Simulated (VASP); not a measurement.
# ZnSe (I-4m2) in VASP: a series of runs, part 2 of 2

VASP 6.6.1. Earlier steps stand in the parts before.

## Step 4: Single point, r2SCAN (strain +0.080 along x and y, -0.040 along z)

The input, POSCAR:

```
ZnSe
1.0
    0.0000000000      3.0595808523      2.7196274243
    3.0595808523      0.0000000000      2.7196274243
    3.0595808523      3.0595808523      0.0000000000
Zn Se
1 1
Direct
    0.0000000000      0.0000000000      0.0000000000
    0.7500000000      0.7500000000      0.7500000000
```

The input, INCAR.step1:

```
SYSTEM = ZnSe
PREC     = Accurate       ! precision mode
ENCUT    = 520            ! plane-wave cutoff, eV
ISMEAR   = 0              ! smearing method
SIGMA    = 0.05           ! smearing width, eV
LREAL    = .FALSE.        ! projectors in reciprocal space
LASPH    = .TRUE.         ! aspherical terms in the spheres
NELM     = 80             ! most SCF steps
NBANDS   = 16             ! bands
GGA      = PE             ! functional
ALGO     = Normal         ! electronic algorithm
EDIFF    = 1E-4           ! SCF threshold, eV
LWAVE    = .TRUE.         ! write WAVECAR
LCHARG   = .FALSE.        ! write CHGCAR
```

The input, INCAR.step2:

```
SYSTEM = ZnSe
PREC     = Accurate       ! precision mode
ENCUT    = 520            ! plane-wave cutoff, eV
EDIFF    = 1E-6           ! SCF threshold, eV
ISMEAR   = 0              ! smearing method
SIGMA    = 0.05           ! smearing width, eV
LREAL    = .FALSE.        ! projectors in reciprocal space
LASPH    = .TRUE.         ! aspherical terms in the spheres
NELM     = 80             ! most SCF steps
ALGO     = Normal         ! electronic algorithm
ISIF     = 2              ! what is computed and relaxed
LWAVE    = .FALSE.        ! write WAVECAR
LCHARG   = .TRUE.         ! write CHGCAR
METAGGA  = R2SCAN         ! meta-GGA
LMIXTAU  = .TRUE.       
LELF     = .TRUE.         ! ELF
LVHAR    = .TRUE.       
NBANDS   = 16             ! bands
ISTART   = 1
```

The input, KPOINTS:

```
regular mesh
0
G
  8 8 8
  0 0 0
```

Potentials or basis: VASP PAW PBE potentials, release 64 (Zn, Se).

Launch:

```console
$ cat potpaw_PBE.64/Zn/POTCAR potpaw_PBE.64/Se/POTCAR > POTCAR
$ cp INCAR.step1 INCAR
$ mpirun -np 1 vasp_std > vasp.out
$ cp INCAR.step2 INCAR
$ mpirun -np 1 vasp_std > vasp.out
```

OUTCAR:

```text
SYSTEM = ZnSe
   PREC = Accurate
   ENCUT = 520
   EDIFF = 1E-6
   ISMEAR = 0
   LREAL = .FALSE.
   LASPH = .TRUE.
   NELM = 80
   ISIF = 2
   METAGGA = R2SCAN
   ISTART = 1

 ion  position               nearest neighbor table
   1  0.000  0.000  0.000-   2 2.56   2 2.56   2 2.56   2 2.56
   2  0.750  0.750  0.750-   1 2.56   1 2.56   1 2.56   1 2.56

  LATTYP: Found a body centered tetragonal cell.
 ALAT       =     4.3269007365
 C/A-ratio  =     1.2570787221

  Lattice vectors:

 A1 = (   0.0000000000,  -3.0595808523,  -2.7196274243)
 A2 = (   0.0000000000,   3.0595808523,  -2.7196274243)
 A3 = (   3.0595808523,   0.0000000000,   2.7196274243)

Analysis of symmetry for initial positions (statically):
=====================================================================
 Subroutine PRICEL returns:
 Original cell was already a primitive cell.

 Routine SETGRP: Setting up the symmetry group for a
 body centered tetragonal supercell.

 Subroutine GETGRP returns: Found  8 space group operations
 (whereof  8 operations were pure point group operations)
 out of a pool of 16 trial point group operations.

The static configuration has the point symmetry D_2d.

Analysis of symmetry for dynamics (positions and initial velocities):
=====================================================================
 Subroutine PRICEL returns:
 Original cell was already a primitive cell.

 Routine SETGRP: Setting up the symmetry group for a
 body centered tetragonal supercell.

 Subroutine GETGRP returns: Found  8 space group operations
 (whereof  8 operations were pure point group operations)
 out of a pool of 16 trial point group operations.

The dynamic configuration has the point symmetry D_2d.

 Subroutine INISYM returns: Found  8 space group operations
 (whereof  8 operations are pure point group operations),
 and found     1 'primitive' translations

[... 106 lines left out ...]
   NUPDOWN=      -1.0000    fix difference up-down
   EMIN   =  10.00;   EMAX   =-10.00  energy-range for DOS
   EFERMI =   0.00;   METHOD = LEGACY
   ISMEAR =     0;   SIGMA  =   0.05  broadening in eV -4-tet -1-fermi 0-gaus
   EFERMI_NEDOS =   21; number of points for ismear=-14 and -15
   IALGO  =     38    algorithm
   IMIX   =      4    mixing-type and parameters
     AMIX     =   0.40;   BMIX     =  1.00
     AMIX_MAG =   1.60;   BMIX_MAG =  1.00
  volume/ion in A,a.u.               =      25.46       171.80
  Fermi-wavevector in a.u.,A,eV,Ry     =   1.157563  2.187477 18.231150  1.339952
  Thomas-Fermi vector in A             =   2.294173
   LORBIT       =      0    0 simple, 1 ext, 2 COOP (PROOUT), +10 PAW based schemes
   METAGGA = R2SCAN    functional components
   LHFCALC =     F    Hartree Fock is set to
   AEXX    =    0.0000 exact exchange contribution
   IVDW    =     0    specifies the selected vdW correction
   LEPSILON=     F    determine dielectric tensor
   LRPA    =     F    only Hartree local field effects (RPA)
 non-spin polarized calculation
 Gauss-broadening in eV      SIGMA  =   0.05
  energy-cutoff  :      520.00
  volume of cell :       50.92
 maximum number of plane-waves:      1392
   NGX = 15   NGY = 15   NGZ = 17

 number of electron      18.0000002 magnetization

 Free energy of the ion-electron system (eV)
  ---------------------------------------------------
  ext. energy  EPLUGINS =         0.00000000
  ---------------------------------------------------
  free energy    TOTEN  =       -24.75175164 eV

  energy without entropy =      -24.75175164  energy(sigma->0) =      -24.75175164

 E-fermi :   0.8092     XC(G=0):  -9.3934

 val. band max:        0.6029022809   @ k =   0.0000   0.0000   0.0000
 cond. band min:       1.7409151817   @ k =   0.0000   0.0000   0.0000
 fundamental gap:      1.1380129008
 Fermi energy:         0.8091659061

 k-point     1 :       0.0000    0.0000    0.0000
  band No.  band energies     occupation
      1     -12.6125      2.00000
      2      -5.9722      2.00000
      3      -5.9720      2.00000
      4      -5.9344      2.00000
      5      -5.6687      2.00000
      6      -5.6684      2.00000
[... 433 lines left out ...]
      3      -5.8692      2.00000
      4      -5.7796      2.00000
      5      -5.6797      2.00000
      6      -5.6447      2.00000
[... 8 lines left out ...]
     15      12.1504      0.00000
     16      13.4263      0.00000

 [... further k-points ...]
[... 5 lines left out ...]
  --------------------------------------------------------------------------------------
  -------------------------------------------------------------------------------------
  Total       -2.2642577     -2.2642577     -1.0905783      0.0000000      0.0000000      0.0000000
  in kB      -71.2480780    -71.2480780    -34.3165912      0.0000000      0.0000000      0.0000000
  external PRESSURE =     -58.9375824 kB  Pullay stress =       0.0000000 kB

 VOLUME and BASIS-vectors are now :
 -----------------------------------------------------------------------------
  energy-cutoff  :      520.00
  volume of cell :       50.92
      direct lattice vectors                 reciprocal lattice vectors
     0.000000000  3.059580852  2.719627424    -0.163421078  0.163421078  0.183848712
     3.059580852  0.000000000  2.719627424     0.163421078 -0.163421078  0.183848712
     3.059580852  3.059580852  0.000000000     0.163421078  0.163421078 -0.183848712

 POSITION                                       TOTAL-FORCE (eV/Angst)
 -----------------------------------------------------------------------------------
      0.00000      0.00000      0.00000        -0.000000     -0.000000      0.000000
      4.58937      4.58937      4.07944         0.000000      0.000000     -0.000000
 -----------------------------------------------------------------------------------
    total drift:                                0.000704      0.000704      0.000932

  FREE ENERGIE OF THE ION-ELECTRON SYSTEM (eV)
  ---------------------------------------------------
  free  energy   TOTEN  =       -24.7517516449 eV

  energy  without entropy=      -24.7517516449  energy(sigma->0) =      -24.75175164
```

OSZICAR.step1:

```text
N       E                     dE             d eps       ncg     rms          rms(c)
DAV:   1     0.850916531299E+02    0.85092E+02   -0.85863E+03  1888   0.123E+03
DAV:   2    -0.810337772508E+00   -0.85902E+02   -0.80434E+02  2184   0.246E+02
DAV:   3    -0.620732526864E+01   -0.53970E+01   -0.53772E+01  2296   0.596E+01
DAV:   4    -0.625080260115E+01   -0.43477E-01   -0.43474E-01  2312   0.588E+00
DAV:   5    -0.625102699009E+01   -0.22439E-03   -0.22439E-03  2448   0.371E-01    0.390E+00
DAV:   6    -0.596114447018E+01    0.28988E+00   -0.55254E-01  2752   0.215E+01    0.303E+00
DAV:   7    -0.594345433009E+01    0.17690E-01   -0.14148E-01  2104   0.328E+00    0.131E+00
DAV:   8    -0.594322751899E+01    0.22681E-03   -0.42050E-03  2368   0.570E-01    0.398E-01
DAV:   9    -0.594350583209E+01   -0.27831E-03   -0.99764E-04  2232   0.243E-01    0.709E-02
DAV:  10    -0.594359362830E+01   -0.87796E-04   -0.11511E-04  2304   0.938E-02
   1 F= -.59435936E+01 E0= -.59435936E+01  d E =-.874025E-15
```

Wall time 74 s (1 thread of Intel Xeon 6975P-C (Granite Rapids), shared host); peak memory 0.2 GiB.

What came out:

```
Free energy            : -24.7518 eV
Pressure               : -5.9 GPa
Band gap on the k mesh : 1.14 eV, direct
```

Levels at points of the mesh, in eV from the valence-band top:
```
           k point  band 6  band 7  band 8  band 9  band 10  band 11  band 12  band 13
(0.00, 0.00, 0.00)   -6.27   -0.32   -0.32    0.00     1.14     6.14     6.24     6.24
(0.50, 0.00, 0.00)   -6.16   -4.77   -1.20   -0.66     2.50     6.27     7.24     8.55
(0.50, 0.50, 0.00)   -6.06   -4.05   -2.39   -2.39     2.91     3.13    10.97    10.97
(0.50, 0.00, 0.50)   -6.17   -4.68   -1.90   -1.73     3.53     4.01     9.97    10.28
```

Caveat: the cell differs from its parent crystal (strain +0.080 along x and y, -0.040 along z); the PAW data sets were made with another functional, which shifts forces and pressure a little.

## Step 5: Summary

```tsv
cell	gap on the mesh (eV)	pressure (GPa)
a = 4.170, b = 4.170, c = 4.006 Å, angles 61.3, 61.3, 57.4°, 2 atoms	1.41	-4.3
a = 4.087, b = 4.087, c = 4.167 Å, angles 59.4, 59.4, 61.3°, 2 atoms	1.45	-4.3
a = 4.094, b = 4.094, c = 4.327 Å, angles 58.1, 58.1, 63.8°, 2 atoms	1.14	-5.9
```

Alike in all rows: task single point; level r2SCAN; potentials or basis VASP PAW PBE potentials, release 64 (Zn, Se); no spin polarisation; k mesh 8 × 8 × 8; cutoff (eV) 520; smearing gaussian 0.05 eV.

Caveats: the PAW data sets were made with another functional, which shifts forces and pressure a little.

Total energies depend on the potentials used, so only differences within one code and one set of settings carry meaning.
